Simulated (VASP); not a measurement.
# Be2SeO4 (I-4) in VASP: further runs, part 2 of 2

VASP 6.6.1. Earlier steps stand in the parts before.

## 3. Relaxation of cell and atoms, PBE

This run uses another cell than the first one, of 11.47 Å³/atom, 1.110 times its volume.

The input, INCAR:

```
SYSTEM = Be2SeO4
PREC = Accurate ; ENCUT = 600
EDIFF = 1E-6 ; ISMEAR = 0
SIGMA = 0.15 ; LREAL = .False.
LASPH = .True. ; NELM = 80
ALGO = Normal ; ISIF = 3
LWAVE = .False. ; LCHARG = .False.
GGA = PE ; IBRION = 2
NSW = 36 ; EDIFFG = -0.08
```

The input, KPOINTS:

```
regular mesh
0
Gamma
  4 4 4
  0 0 0
```

The input, POSCAR:

```
Be2SeO4
1.0
   -2.2064461400      2.2064461400      4.1224387800
    2.2064461400     -2.2064461400      4.1224387800
    2.2064461400      2.2064461400     -4.1224387800
Be Se O
2 1 4
Direct
    0.7500000000      0.2500000000      0.5000000000
    0.5000000000      0.5000000000      0.0000000000
    0.0000000000      0.0000000000      0.0000000000
    0.3899999900      0.3800000000      0.5099999900
    0.6200000000      0.1300000000      0.0099999900
    0.8700000000      0.8800000000      0.4900000100
    0.1200000000      0.6100000100      0.9900000100
```

Potentials or basis: VASP PAW PBE potentials, release 64 (Be, Se, O).

Run with:

```bash
$ cat potpaw_PBE.64/Be/POTCAR potpaw_PBE.64/Se/POTCAR potpaw_PBE.64/O/POTCAR > POTCAR
$ mpirun -np 1 vasp_std > vasp.out
```

It took 4.1 min on 1 thread of Intel Xeon Platinum 8488C (Sapphire Rapids), shared host; peak memory 0.27 GiB.

The run converged. Its results:

```yaml
Free_energy: -41.6474 eV
Relaxed_volume: 10.35 Å³/atom
Relaxed_cell: a = 4.947 Å, b = 4.947 Å, c = 4.947 Å, α = 128.29°, β = 128.29°, γ = 76.16°
Space_group_after_relaxing_to_0.05_Å: I-4 (No. 82)
Energy_gained_by_relaxing: 250.4 meV/atom
Ionic_steps: 11
Pressure_after_relaxing: 0.2 GPa
Largest_force_after_relaxing: 0.054 eV/Å
Band_gap_on_the_k_mesh: 0.63 eV, indirect (least direct gap 1.63 eV)
```

Forces in eV/Å, atoms in the order of the input:
```
Be   0.000  0.000  0.000
Be   0.000  0.000  0.000
Se   0.000  0.000  0.000
O    0.050  0.003  0.018
O    0.003 -0.050 -0.018
O   -0.050 -0.003  0.018
O   -0.003  0.050 -0.018
```

Stress tensor (GPa, compression positive):
```
 0.58  0.00  0.00
 0.00  0.58  0.00
 0.00  0.00 -0.62
```

Step by step:
```tsv
step	energy change (eV)	largest force (eV/Å)	pressure (GPa)	volume (Å³)
1	0.0000	2.6750	-11.11	80.28
2	-1.4040	1.4329	0.44	71.39
3	-1.5306	0.7589	8.40	67.88
4	-1.5335	0.8303	7.41	68.26
5	-1.6623	0.6894	-1.42	71.63
6	-1.6757	0.4871	0.42	70.80
7	-1.7188	0.3156	0.08	71.49
8	-1.7476	0.2025	-0.56	72.81
9	-1.7477	0.1949	-0.52	72.73
10	-1.7519	0.1243	0.46	72.38
11	-1.7526	0.0537	0.18	72.48
```

Final structure:
```cif
data_structure
_symmetry_space_group_name_H-M 'P 1'
_symmetry_Int_Tables_number 1
_cell_length_a 4.9466
_cell_length_b 4.9466
_cell_length_c 4.9466
_cell_angle_alpha 128.290
_cell_angle_beta 128.290
_cell_angle_gamma 76.156
_cell_volume 72.48
loop_
_atom_site_label
_atom_site_type_symbol
_atom_site_fract_x
_atom_site_fract_y
_atom_site_fract_z
_atom_site_occupancy
Be1 Be 0.75000 0.25000 0.50000 1
Be2 Be 0.50000 0.50000 0.00000 1
Se1 Se 0.00000 0.00000 0.00000 1
O1 O 0.43862 0.36412 0.55746 1
O2 O 0.63588 0.19334 0.07449 1
O3 O 0.80666 0.88115 0.44254 1
O4 O 0.11885 0.56138 0.92551 1
```

Levels at points of the mesh, in eV from the valence-band top:
```
           k point  band 13  band 14  band 15  band 16  band 17  band 18  band 19  band 20  band 21
(0.00, 0.00, 0.00)    -3.09    -1.91    -1.68    -1.68    -1.27     0.63     3.62     3.62     7.11
(0.50, 0.00, 0.00)    -2.83    -2.50    -2.09    -1.58    -0.02     1.94     2.85     3.28     8.42
(0.50, 0.50, 0.00)    -3.18    -2.15    -1.68    -1.67    -1.24     1.72     3.40     3.94     9.18
(0.50, 0.50, 0.50)    -3.98    -2.88    -1.86    -1.86    -0.61     1.06     2.39     2.39     9.26
```

Caveat: the k points lie up to 0.51 Å⁻¹ apart in the final cell; the relaxation stopped at a loose force limit of 0.08 eV/Å, so its end isn't a converged minimum.

## 4. Single point, PBE

The input, INCAR:

```
PREC = Accurate
ENCUT = 520
EDIFF = 1E-7
ISMEAR = 0
SIGMA = 0.02
LREAL = False
LASPH = True
NELM = 100
ALGO = Normal
ISIF = 2
LWAVE = False
LCHARG = True
GGA = PE
LELF = True
LVHAR = True
NBANDS = 26
```

The input, KPOINTS:

```
regular mesh
0
Gamma
  10 10 10
```

The input, POSCAR:

```
Be2SeO4
1.0
   -2.1685490439      2.1685490439      3.8471153970
    2.1685490439     -2.1685490439      3.8471153970
    2.1685490439      2.1685490439     -3.8471153970
Be Se O
2 1 4
Direct
    0.7500000000      0.2500000000      0.5000000000
    0.5000000000      0.5000000000      0.0000000000
    0.0000000000      0.0000000000      0.0000000000
    0.4385070929      0.3645435759      0.5574060746
    0.6354564241      0.1928624987      0.0739635169
    0.8071375013      0.8811010183      0.4425939254
    0.1188989817      0.5614929071      0.9260364831
```

Potentials or basis: VASP PAW PBE potentials, release 64 (Be, Se, O).

Run with:

```bash
$ cat potpaw_PBE.64/Be/POTCAR potpaw_PBE.64/Se/POTCAR potpaw_PBE.64/O/POTCAR > POTCAR
$ mpirun -np 1 vasp_std > vasp.out
```

OUTCAR:

```text
PREC = Accurate
   ENCUT = 520
   EDIFF = 1E-7
   ISMEAR = 0
   LREAL = False
   LASPH = True
   NELM = 100
   ISIF = 2
   GGA = PE

 ion  position               nearest neighbor table
   1  0.750  0.250  0.500-   6 1.64   4 1.64   7 1.64   5 1.64
   2  0.500  0.500  0.000-   5 1.67   4 1.67   6 1.67   7 1.67
   3  0.000  0.000  0.000-   5 1.97   4 1.97   6 1.97   7 1.97
   4  0.439  0.365  0.557-   1 1.64   2 1.67   3 1.97
   5  0.635  0.193  0.074-   1 1.64   2 1.67   3 1.97
   6  0.807  0.881  0.443-   1 1.64   2 1.67   3 1.97
   7  0.119  0.561  0.926-   1 1.64   2 1.67   3 1.97
[... 907 lines left out ...]
  Total        0.1083901      0.1083901      0.0693756      0.0000002     -0.0000000      0.0000000
  in kB        2.3997531      2.3997531      1.5359725      0.0000053     -0.0000000      0.0000000
  external PRESSURE =       2.1118262 kB  Pullay stress =       0.0000000 kB

 VOLUME and BASIS-vectors are now :
 -----------------------------------------------------------------------------
  energy-cutoff  :      520.00
  volume of cell :       72.37
      direct lattice vectors                 reciprocal lattice vectors
    -2.168549044  2.168549044  3.847115397     0.000000000  0.230568915  0.129967508
     2.168549044 -2.168549044  3.847115397     0.230568915  0.000000000  0.129967508
     2.168549044  2.168549044 -3.847115397     0.230568915  0.230568915  0.000000000

 POSITION                                       TOTAL-FORCE (eV/Angst)
 -----------------------------------------------------------------------------------
      0.00000      2.16855      1.92356        -0.000000      0.000000      0.000000
      0.00000      0.00000      3.84712        -0.000000      0.000000      0.000000
      0.00000      0.00000      0.00000        -0.000000      0.000000      0.000000
      1.04837      1.36916      0.94502         0.002988      0.006226      0.008000
     -0.79939      1.12018      2.90209         0.006226     -0.002988     -0.008000
      1.12018      0.79939      4.79214        -0.002988     -0.006226      0.008000
      2.96794      1.04837     -0.94502        -0.006226      0.002988     -0.008000
 -----------------------------------------------------------------------------------
    total drift:                                0.000001      0.000001      0.000001

  FREE ENERGIE OF THE ION-ELECTRON SYSTEM (eV)
  ---------------------------------------------------
  free  energy   TOTEN  =       -41.6208570373 eV

  energy  without entropy=      -41.6208570373  energy(sigma->0) =      -41.62085704
```

Wall time 4.9 min (1 thread of Intel Xeon Platinum 8488C (Sapphire Rapids), shared host); peak memory 0.4 GiB.

Results:

* Free energy: -41.6209 eV
* Pressure: 0.2 GPa
* Largest force: 0.011 eV/Å
* Band gap on the k mesh: 0.64 eV, indirect (least direct gap 1.59 eV)

Forces in eV/Å, atoms in the order of the input:
```
Be   0.000  0.000  0.000
Be   0.000  0.000  0.000
Se   0.000  0.000  0.000
O    0.003  0.006  0.008
O    0.006 -0.003 -0.008
O   -0.003 -0.006  0.008
O   -0.006  0.003 -0.008
```

Stress tensor (GPa, compression positive):
```
0.24 0.00 0.00
0.00 0.24 0.00
0.00 0.00 0.15
```

A k mesh can miss the band edges. Expect the measured gap to be larger: semilocal functionals such as PBE lack the derivative discontinuity.

## 5. The runs side by side

```csv
task,cell,k mesh,cutoff (eV),smearing,gap on the mesh (eV),pressure (GPa),largest force (eV/Å)
single point,"a = 4.920 Å, angles 127.7, 127.7, 77.1°, 7 atoms",4 × 4 × 4,520,gaussian 0.15 eV,0.64,0.2,0.01
relaxation of cell and atoms,"relaxed from a = 5.170 Å, angles 129.5, 129.5, 74.2°, 7 atoms",4 × 4 × 4,600,gaussian 0.15 eV,0.63,0.2,0.05
single point,"a = 4.920 Å, angles 127.7, 127.7, 77.1°, 7 atoms",10 × 10 × 10,520,gaussian 0.02 eV,0.64,0.2,0.01
```

Alike in all rows: level PBE; potentials or basis VASP PAW PBE potentials, release 64 (Be, Se, O); no spin polarisation.

Caveats: some runs use coarse meshes; the relaxation stopped at a loose force limit of 0.08 eV/Å, so its end isn't a converged minimum (some runs).

Absolute energies hang on the potentials; compare differences alone.
